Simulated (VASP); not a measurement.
A run of VASP 6.6.1:

The input INCAR:

```
PREC     = Accurate       # precision mode
ENCUT    = 520            # plane-wave cutoff, eV
EDIFF    = 1E-6           # SCF threshold, eV
ISMEAR   = 0              # smearing method
SIGMA    = 0.1            # smearing width, eV
LREAL    = False          # projectors in reciprocal space
LASPH    = True           # aspherical terms in the spheres
NELM     = 60             # most SCF steps
ALGO     = Normal         # electronic algorithm
ISIF     = 2              # what is computed and relaxed
LWAVE    = False          # write WAVECAR
LCHARG   = False          # write CHGCAR
GGA      = PE             # functional
NBANDS   = 21             # bands
```

KPOINTS

```
Automatic mesh
0
Gamma
  14 14 14
```

Contents of POSCAR:

```
Ge
1.0
    0.0000000000      2.8805347717      2.8805347717
    2.8805347717      0.0000000000      2.8805347717
    2.8805347717      2.8805347717      0.0000000000
Ge
2
Direct
    0.5000000000      0.5000000000      0.5000000000
    0.7500000000      0.7500000000      0.7500000000
```

Potentials or basis: VASP PAW PBE potentials, release 64 (Ge_d).

Launch:

```console
$ cat potpaw_PBE.64/Ge_d/POTCAR > POTCAR
$ mpirun -np 1 vasp_std > vasp.out
```

Hardware: 1 thread of Intel Xeon 8259CL (shared host).

Question: Estimate the wall time of this run.

Answer: Run time: 2.2 min on 1 thread of Intel Xeon 8259CL, on a shared host, peak memory 0.22 GiB. Counts: scf iterations 12, k points 104.
